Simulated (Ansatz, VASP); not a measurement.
One calculation of TaN, two programs

File POSCAR:

```
TaN
1.0
    0.0000000000      2.1790013100      2.1790013100
    2.1790013100      0.0000000000      2.1790013100
    2.1790013100      2.1790013100      0.0000000000
Ta N
1 1
Direct
    0.5000000000      0.5000000000      0.5000000000
    0.0000000000      0.0000000000      0.0000000000
```

The input INCAR.step1:

```
SYSTEM = TaN
ALGO = Normal ; EDIFF = 1E-4
ENCUT = 520 ; GGA = PE
ISMEAR = 0 ; ISPIN = 2
LASPH = .TRUE. ; LCHARG = .FALSE.
LDAU = .TRUE. ; LDAUJ = 0 0
LDAUL = 2 -1 ; LDAUTYPE = 2
LDAUU = 1 0 ; LMAXMIX = 4
LREAL = .FALSE. ; LWAVE = .TRUE.
MAGMOM = 0 0 ; NBANDS = 19
NELM = 150 ; PREC = Accurate
SIGMA = 0.05
```

Contents of INCAR.step2:

```
SYSTEM = TaN
ALGO = Normal ; EDIFF = 1E-7
ENCUT = 520 ; ISIF = 2
ISMEAR = 0 ; ISPIN = 2
ISTART = 1 ; LASPH = .TRUE.
LCHARG = .FALSE. ; LDAU = .TRUE.
LDAUJ = 0 0 ; LDAUL = 2 -1
LDAUPRINT = 1 ; LDAUTYPE = 2
LDAUU = 1 0 ; LMAXMIX = 4
LMIXTAU = .TRUE. ; LORBIT = 11
LREAL = .FALSE. ; LWAVE = .FALSE.
MAGMOM = 0 0 ; METAGGA = R2SCAN
NBANDS = 19 ; NELM = 150
PREC = Accurate ; SIGMA = 0.05
```

The input KPOINTS:

```
k-points
0
G
  7 7 7
  0 0 0
```

Input for Ansatz:

```yaml
crystal:
  lattice:
    - [0.0, 2.17900131, 2.17900131]
    - [2.17900131, 0.0, 2.17900131]
    - [2.17900131, 2.17900131, 0.0]
  atoms:
    - { symbol: Ta, position: [0.5, 0.5, 0.5], spin: 0.3 }
    - { symbol: "N", position: [0.0, 0.0, 0.0] }
basis:
  ecutwfc: 500
  ecutrho_ratio: 4
kpoints:
  mp_grid: { grid: [7, 7, 7] }
hamiltonian:
  xc: r2scan
  hubbard:
    sites:
      - { site: 0, l: d, u_eff: 1.0, starting_ns: [{ spin: up, occupation_matrix: s0up }, { spin: down, occupation_matrix: s0down }] }
    occupation_matrices:
      s0up:
        matrix:
          - [0.02, 0.0, 0.0, 0.0, 0.0]
          - [0.0, 0.495, 0.0, -0.475, 0.0]
          - [0.0, 0.0, 0.02, 0.0, 0.0]
          - [0.0, -0.475, 0.0, 0.495, 0.0]
          - [0.0, 0.0, 0.0, 0.0, 0.02]
      s0down:
        matrix:
          - [0.02, 0.0, 0.0, 0.0, 0.0]
          - [0.0, 0.02, 0.0, 0.0, 0.0]
          - [0.0, 0.0, 0.97, 0.0, 0.0]
          - [0.0, 0.0, 0.0, 0.02, 0.0]
          - [0.0, 0.0, 0.0, 0.0, 0.02]
    ns_hold: until_converged
scf:
  occupations: { method: gaussian, width: 0.05 }
  lower_state_search: "off"
  max_iter: 150
output:
  forces: true
  stress: true
  eigenvalues: true
  populations: true
  hubbard: { sites: [{ site: 0, l: d }] }
magnetization:
  spin_polarized: true
```

Alike in both runs: task single point; functional r2SCAN; k mesh 7 × 7 × 7; occupations gaussian, width 0.05 eV; collinear spin; Hubbard terms Ta d U = 1.0 eV.

|  | VASP | Ansatz |
| --- | --- | --- |
| version | VASP 6.6.1 | Ansatz 0.2.0 |
| potentials or method | VASP PAW PBE potentials, release 64 (Ta_pv, N), cutoff 520 eV | scalar-relativistic, plane waves, PAW |
| valence electrons in the cell | 16 | 18 |

```csv
,VASP,Ansatz,Ansatz less VASP
gap on the k mesh at the Fermi level (eV),none,none,-
pressure (GPa),14.8,10.4,-4.40
net moment per atom (μB),0.00,0.00,0.000
```

VASP's potentials were made for PBE, not for r2SCAN. The programs project onto different local orbitals, so the same U acts differently, and such runs can settle in different states. A gap of «none» marks a metal or a gap that the smearing closes. VASP's potentials hold 16 valence electrons a cell and Ansatz's 18, so a difference there can come from the potentials and not from the codes. Ansatz's warnings: filled band counts differ across k points, seeded moment not kept, specified occupation not kept, stability check not made, symmetry narrowed by occupation matrices.

Spin-orbit coupling is off throughout.
